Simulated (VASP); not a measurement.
# Ta (P6_3/mmc) in VASP: further runs

Ta is run at these levels: PBEsol, PBEsol-based global hybrid with 25 % exact exchange, HSE06, B3LYP, PBEsol-based screened hybrid with 25 % exact exchange; tasks: single point.

Program: VASP 6.6.1. These are calculated values, not measurements. Logs are shortened: lines on timing, memory, paths and dates and some standing lists are left out, and cuts for length are marked.

## 1. The cell of the first run

The structure is hexagonal, space group P6_3/mmc (No. 194). Conventional cell: a = 2.900 Å, b = 2.900 Å, c = 5.166 Å, α = 90.00°, β = 90.00°, γ = 120.00°. Within 3.8 Å of Ta (site symmetry -6m2) lie 12 Ta at 2.90 to 3.08 Å.

This isn't the form of Ta at room conditions, which is bcc.

## 2. Single point, PBEsol, non-collinear spin, zero start, spin-orbit coupling

File INCAR:

```
SYSTEM = Ta
ALGO = Normal
EDIFF = 1E-6
ENCUT = 500
GGA = PS
GGA_COMPAT = .FALSE.
ISIF = 2
ISMEAR = -1
LASPH = .TRUE.
LCHARG = .TRUE.
LMAXMIX = 4
LNONCOLLINEAR = .TRUE.
LORBIT = 11
LORBMOM = .TRUE.
LREAL = .FALSE.
LSORBIT = .TRUE.
LVHAR = .TRUE.
LWAVE = .FALSE.
MAGMOM = 0 0 0 0 0 0
NBANDS = 38
NELM = 200
PREC = Accurate
SIGMA = 0.05
```

File KPOINTS:

```
k-points
0
G
  11 11 5
  0 0 0
```

File POSCAR:

```
Ta
1.0
    2.9003720726      0.0000000000      0.0000000000
   -1.4501860363      2.5117958953      0.0000000000
    0.0000000000      0.0000000000      5.1662740000
Ta
2
Direct
    0.3333333333      0.6666666667      0.2500000000
    0.6666666667      0.3333333333      0.7500000000
```

Potentials or basis: VASP PAW PBE potentials, release 64 (Ta_sv_GW).

Command:

```console
cat potpaw_PBE.64/Ta_sv_GW/POTCAR > POTCAR
mpirun -np 1 vasp_ncl > vasp.out
```

OUTCAR:

```text
SYSTEM = Ta
   EDIFF = 1E-6
   ENCUT = 500
   GGA = PS
   ISIF = 2
   ISMEAR = -1
   LASPH = .TRUE.
   LNONCOLLINEAR = .TRUE.
   LORBIT = 11
   LREAL = .FALSE.
   LSORBIT = .TRUE.
   NELM = 200
   PREC = Accurate

 ion  position               nearest neighbor table
   1  0.333  0.667  0.250-   2 3.08   2 3.08   2 3.08   2 3.08   2 3.08   2 3.08
   2  0.667  0.333  0.750-   1 3.08   1 3.08   1 3.08   1 3.08   1 3.08   1 3.08

  LATTYP: Found a hexagonal cell.
 ALAT       =     2.9003720726
 C/A-ratio  =     1.7812452577

  Lattice vectors:

 A1 = (   2.9003720726,   0.0000000000,   0.0000000000)
 A2 = (  -1.4501860363,   2.5117958953,   0.0000000000)
 A3 = (   0.0000000000,   0.0000000000,   5.1662740000)

Analysis of symmetry for initial positions (statically):
=====================================================================
 Subroutine PRICEL returns:
 Original cell was already a primitive cell.

 Routine SETGRP: Setting up the symmetry group for a
 hexagonal supercell.

 Subroutine GETGRP returns: Found 24 space group operations
 (whereof 12 operations were pure point group operations)
 out of a pool of 24 trial point group operations.

The static configuration has the point symmetry D_3d.
 The point group associated with its full space group is D_6h.

Analysis of symmetry for dynamics (positions and initial velocities):
=====================================================================
 Subroutine PRICEL returns:
 Original cell was already a primitive cell.

 Routine SETGRP: Setting up the symmetry group for a
 hexagonal supercell.

 Subroutine GETGRP returns: Found 24 space group operations
 (whereof 12 operations were pure point group operations)
 out of a pool of 24 trial point group operations.

The dynamic configuration has the point symmetry D_3d.
 The point group associated with its full space group is D_6h.

Analysis of structural, dynamic, and magnetic symmetry:
=====================================================================
 Subroutine PRICEL returns:
 Original cell was already a primitive cell.

 Routine SETGRP: Setting up the symmetry group for a
 hexagonal supercell.

 Subroutine GETGRP returns: Found 24 space group operations
 (whereof 12 operations were pure point group operations)
 out of a pool of 24 trial point group operations.

The overall configuration has the point symmetry D_3d.
 The point group associated with its full space group is D_6h.

 Subroutine INISYM returns: Found 24 space group operations
 (whereof 12 operations are pure point group operations),
 and found     1 'primitive' translations

----------------------------------------------------------------------------------------

                                     Primitive cell

  volume of cell :      37.6370

  direct lattice vectors                    reciprocal lattice vectors
     2.900372073  0.000000000  0.000000000     0.344783350  0.199060760  0.000000000
    -1.450186036  2.511795895  0.000000000     0.000000000  0.398121520  0.000000000
     0.000000000  0.000000000  5.166274000     0.000000000  0.000000000  0.193563098

  length of vectors
     2.900372073  2.900372073  5.166274000     0.398121520  0.398121520  0.193563098

  position of ions in fractional coordinates (direct lattice)
     0.333333333  0.666666667  0.250000000
     0.666666667  0.333333333  0.750000000

  ion indices of the primitive-cell ions
   primitive index   ion index
                 1           1
                 2           2

----------------------------------------------------------------------------------------

 KPOINTS: k-points

Automatic generation of k-mesh.
 Grid dimensions read from file:
 generate k-points for:   11   11    5

 Generating k-lattice:

  Cartesian coordinates                     Fractional coordinates (reciprocal lattice)
     0.031343941  0.018096433  0.000000000     0.090909091 -0.000000000  0.000000000
     0.000000000  0.036192865  0.000000000     0.000000000  0.090909091  0.000000000
     0.000000000  0.000000000  0.038712620     0.000000000  0.000000000  0.200000000

  Length of vectors
     0.036192865  0.036192865  0.038712620

  Shift w.r.t. Gamma in fractional coordinates (k-lattice)
     0.000000000  0.000000000  0.000000000

 Subroutine IBZKPT returns following result:
 ===========================================

 Found     48 irreducible k-points:
[... 55 lines left out ...]
   TEBEG  =    0.0;   TEEND  =   0.0 temperature during run
   PSTRESS=    0.0 pullay stress
   NELECT =      26.0000    total number of electrons
   NUPDOWN=      -1.0000    fix difference up-down
   EMIN   =  10.00;   EMAX   =-10.00  energy-range for DOS
   EFERMI =   0.00;   METHOD = LEGACY
   ISMEAR =    -1;   SIGMA  =   0.05  broadening in eV -4-tet -1-fermi 0-gaus
   EFERMI_NEDOS =   21; number of points for ismear=-14 and -15
   IALGO  =     38    algorithm
   IMIX   =      4    mixing-type and parameters
     AMIX     =   0.40;   BMIX     =  1.00
     AMIX_MAG =   1.60;   BMIX_MAG =  1.00
  volume/ion in A,a.u.               =      18.82       126.99
  Fermi-wavevector in a.u.,A,eV,Ry     =   1.447196  2.734804 28.495731  2.094377
  Thomas-Fermi vector in A             =   2.565179
   LORBIT       =     11    0 simple, 1 ext, 2 COOP (PROOUT), +10 PAW based schemes
   GGA     = PS    functional components
   LHFCALC =     F    Hartree Fock is set to
   AEXX    =    0.0000 exact exchange contribution
   IVDW    =     0    specifies the selected vdW correction
   LEPSILON=     F    determine dielectric tensor
   LRPA    =     F    only Hartree local field effects (RPA)
  energy-cutoff  :      500.00
  volume of cell :       37.64
 maximum number of plane-waves:      1936
 NGX is ok and might be reduce to    24
   NGX = 11   NGY = 11   NGZ = 19

 number of electron      26.0000000 magnetization       0.0000000      0.0000000      0.0000000

 number of electron      26.0000002 magnetization      -0.0000000     -0.0000000      0.0000000

 number of electron      26.0000002 magnetization       0.0000000      0.0000000     -0.0000000

 Free energy of the ion-electron system (eV)
  ---------------------------------------------------
  ext. energy  EPLUGINS =         0.00000000
  ---------------------------------------------------
  free energy    TOTEN  =       -32.40440566 eV

  energy without entropy =      -32.38566953  energy(sigma->0) =      -32.39503760

 E-fermi :  10.1736     XC(G=0): -12.9078

 val. band max:       10.1408555787   @ k =   0.3636  -0.0000   0.0000
 cond. band min:      10.1973112779   @ k =   0.2727   0.1818   0.2000
 fundamental gap:      0.0564556992
 Fermi energy:        10.1735636127

 k-point     1 :       0.0000    0.0000    0.0000
  band No.  band energies     occupation
      1     -57.4264      1.00000
      2     -57.4264      1.00000
      3     -57.3678      1.00000
      4     -57.3678      1.00000
      5     -29.2686      1.00000
      6     -29.2686      1.00000
[... 973 lines left out ...]
     37      15.2039      0.00000
     38      15.2039      0.00000

 [... further k-points ...]

------------------------ aborting loop because EDIFF is reached ----------------------------------------

  FORCE on cell =-STRESS in cart. coord.  units (eV):
  Direction    XX          YY          ZZ          XY          YZ          ZX
  --------------------------------------------------------------------------------------
  -------------------------------------------------------------------------------------
  Total       -2.1437062     -2.1437062     -1.8456894      0.0000000      0.0000000     -0.0000000
  in kB      -91.2557716    -91.2557716    -78.5694489      0.0000000      0.0000000     -0.0000000
  external PRESSURE =     -87.0269973 kB  Pullay stress =       0.0000000 kB

 VOLUME and BASIS-vectors are now :
 -----------------------------------------------------------------------------
  energy-cutoff  :      500.00
  volume of cell :       37.64
      direct lattice vectors                 reciprocal lattice vectors
     2.900372073  0.000000000  0.000000000     0.344783350  0.199060760  0.000000000
    -1.450186036  2.511795895  0.000000000     0.000000000  0.398121520  0.000000000
     0.000000000  0.000000000  5.166274000     0.000000000  0.000000000  0.193563098

 POSITION                                       TOTAL-FORCE (eV/Angst)
 -----------------------------------------------------------------------------------
     -0.00000      1.67453      1.29157         0.000000     -0.000000      0.000000
      1.45019      0.83727      3.87471        -0.000000      0.000000      0.000000
 -----------------------------------------------------------------------------------
    total drift:                               -0.000000      0.000000     -0.000000

  FREE ENERGIE OF THE ION-ELECTRON SYSTEM (eV)
  ---------------------------------------------------
  free  energy   TOTEN  =       -32.4044056618 eV

  energy  without entropy=      -32.3856695289  energy(sigma->0) =      -32.39503760

 orbital moment (x)

 # of ion     p       d       f       tot
 ------------------------------------------------
  1         0.000   0.000   0.000   0.000
  2         0.000   0.000   0.000   0.000
 ------------------------------------------------
            0.000   0.000   0.000   0.000

 orbital moment (y)

 # of ion     p       d       f       tot
 ------------------------------------------------
  1         0.000  -0.000   0.000  -0.000
  2         0.000  -0.000  -0.000  -0.000
 ------------------------------------------------
            0.000  -0.000  -0.000  -0.000

 orbital moment (z)

 # of ion     p       d       f       tot
 ------------------------------------------------
  1         0.000  -0.000   0.000  -0.000
  2         0.000   0.000   0.000   0.000
 ------------------------------------------------
            0.000  -0.000   0.000  -0.000

 Spin-Orbit-Coupling matrix elements

 Ion:    1  E_soc:     -2.8888845
 l=   1
     0.0000000    -0.4571093    -0.4575821
    -0.4571093     0.0000000    -0.4571093
    -0.4575821    -0.4571093     0.0000000
 l=   2
     0.0000000    -0.0049453     0.0000000    -0.0049453    -0.0193214
    -0.0049453     0.0000000    -0.0147290    -0.0042248    -0.0049453
     0.0000000    -0.0147290     0.0000000    -0.0147290     0.0000000
    -0.0049453    -0.0042248    -0.0147290     0.0000000    -0.0049453
    -0.0193214    -0.0049453     0.0000000    -0.0049453     0.0000000
 l=   3
     0.0000000    -0.0000042     0.0000000     0.0000000     0.0000000    -0.0000042     0.0000452
    -0.0000042     0.0000000     0.0000112     0.0000000     0.0000112     0.0000033     0.0000055
     0.0000000     0.0000112     0.0000000     0.0000228     0.0000025     0.0000112     0.0000000
     0.0000000     0.0000000     0.0000228     0.0000000     0.0000228     0.0000000     0.0000000
     0.0000000     0.0000112     0.0000025     0.0000228     0.0000000     0.0000112     0.0000000
    -0.0000042     0.0000033     0.0000112     0.0000000     0.0000112     0.0000000     0.0000055
     0.0000452     0.0000055     0.0000000     0.0000000     0.0000000     0.0000055     0.0000000

 Ion:    2  E_soc:     -2.8888845
 l=   1
     0.0000000    -0.4571093    -0.4575821
    -0.4571093     0.0000000    -0.4571093
    -0.4575821    -0.4571093     0.0000000
 l=   2
     0.0000000    -0.0049453     0.0000000    -0.0049453    -0.0193214
    -0.0049453     0.0000000    -0.0147290    -0.0042248    -0.0049453
     0.0000000    -0.0147290     0.0000000    -0.0147290     0.0000000
    -0.0049453    -0.0042248    -0.0147290     0.0000000    -0.0049453
    -0.0193214    -0.0049453     0.0000000    -0.0049453     0.0000000
 l=   3
     0.0000000    -0.0000042     0.0000000     0.0000000     0.0000000    -0.0000042     0.0000452
    -0.0000042     0.0000000     0.0000112     0.0000000     0.0000112     0.0000033     0.0000055
     0.0000000     0.0000112     0.0000000     0.0000228     0.0000025     0.0000112     0.0000000
     0.0000000     0.0000000     0.0000228     0.0000000     0.0000228     0.0000000     0.0000000
     0.0000000     0.0000112     0.0000025     0.0000228     0.0000000     0.0000112     0.0000000
    -0.0000042     0.0000033     0.0000112     0.0000000     0.0000112     0.0000000     0.0000055
     0.0000452     0.0000055     0.0000000     0.0000000     0.0000000     0.0000055     0.0000000

 total charge

# of ion       s       p       d       f       tot
--------------------------------------------------
    1        3.746   6.008   2.317   0.028  12.100
    2        3.746   6.008   2.317   0.028  12.100
--------------------------------------------------
tot          7.492  12.017   4.635   0.056  24.199

 magnetization (x)

# of ion       s       p       d       f       tot
--------------------------------------------------
    1        0.000   0.000   0.000   0.000   0.000
    2        0.000   0.000   0.000   0.000   0.000
--------------------------------------------------
tot          0.000   0.000   0.000   0.000   0.000

 magnetization (y)

# of ion       s       p       d       f       tot
--------------------------------------------------
    1        0.000   0.000   0.000  -0.000   0.000
    2        0.000   0.000   0.000  -0.000   0.000
--------------------------------------------------
tot          0.000   0.000   0.000  -0.000   0.000

 magnetization (z)

# of ion       s       p       d       f       tot
--------------------------------------------------
    1        0.000   0.000   0.000   0.000   0.000
    2        0.000   0.000   0.000   0.000   0.000
--------------------------------------------------
tot          0.000   0.000   0.000   0.000   0.000
```

Wall time 2.7 min (1 thread of Intel Xeon Platinum 8259CL at 2.50GHz (Skylake/Cascade Lake), shared host); peak memory 0.3 GiB.

What came out:

| Property | Result |
| --- | --- |
| Free energy | -32.4044 eV |
| Pressure | -8.7 GPa |
| Net moment | 0.00 μB per cell |
| Valence electrons inside the program's atomic spheres | Ta 12.10 |

Moments on the atoms (μB; x, y, z):
```
Ta  0.00 0.00 0.00
Ta  0.00 0.00 0.00
```

Caveat: the cell stands under tension; the PAW data sets were made with another functional, which shifts forces and pressure a little.

## 3. Single point, PBEsol-based global hybrid with 25 % exact exchange

POSCAR is that of step 2.

File INCAR.step1:

```
PREC = Accurate
ENCUT = 400
EDIFF = 1E-5
ISMEAR = -1
SIGMA = 0.05
LREAL = F
LASPH = T
NELM = 120
ALGO = Normal
ISIF = 2
LWAVE = T
GGA = PE
NBANDS = 20
GGA_COMPAT = F
```

File INCAR.step2:

```
PREC = Accurate
ENCUT = 400
EDIFF = 1E-6
ISMEAR = -1
SIGMA = 0.05
LREAL = F
LASPH = T
NELM = 120
ALGO = Normal
ISIF = 2
LWAVE = F
LCHARG = T
GGA = PS
LHFCALC = T
AEXX = 0.25
PRECFOCK = Normal
LELF = T
LVHAR = T
ISTART = 1
NBANDS = 20
GGA_COMPAT = F
```

File KPOINTS:

```
Automatic mesh
0
Gamma
  6 6 3
```

Potentials or basis: VASP PAW PBE potentials, release 64 (Ta_sv_GW).

Command:

```console
cat potpaw_PBE.64/Ta_sv_GW/POTCAR > POTCAR
cp INCAR.step1 INCAR
mpirun -np 1 vasp_std > vasp.out
cp INCAR.step2 INCAR
mpirun -np 1 vasp_std > vasp.out
```

It took 15 min on 1 thread of Intel Xeon 6975P-C (Granite Rapids), shared host; peak memory 0.15 GiB.

The run converged. Its results:

- Free energy: -33.7612 eV
- Pressure: -13.0 GPa
- Band gap on the k mesh: zero (bands 13 and 14 overlap by 2.43 eV)

Stress tensor (GPa, compression positive):
```
-13.31   0.00   0.00
  0.00 -13.31   0.00
  0.00   0.00 -12.32
```

Levels at points of the mesh, in eV from the Fermi level:
| k point | band 10 | band 11 | band 12 | band 13 | band 14 | band 15 | band 16 | band 17 |
| --- | --- | --- | --- | --- | --- | --- | --- | --- |
| (0.00, 0.00, 0.00) | -5.97 | -0.85 | -0.74 | 1.43 | 1.43 | 2.19 | 2.19 | 4.29 |
| (0.50, 0.00, 0.00) | -4.72 | -4.02 | -0.96 | -0.49 | 1.11 | 1.93 | 6.98 | 7.80 |

Caveat: the k points lie up to 0.42 Å⁻¹ apart, too coarse for converged energies and pressures of a metal; the PAW data sets were made with another functional, which shifts forces and pressure a little; spin-orbit coupling is left out, which moves the levels of the heavy elements.

(Part 1 of 2 ends here.)

The gap in the log of VASP goes by the Fermi energy; the results here count the filled bands.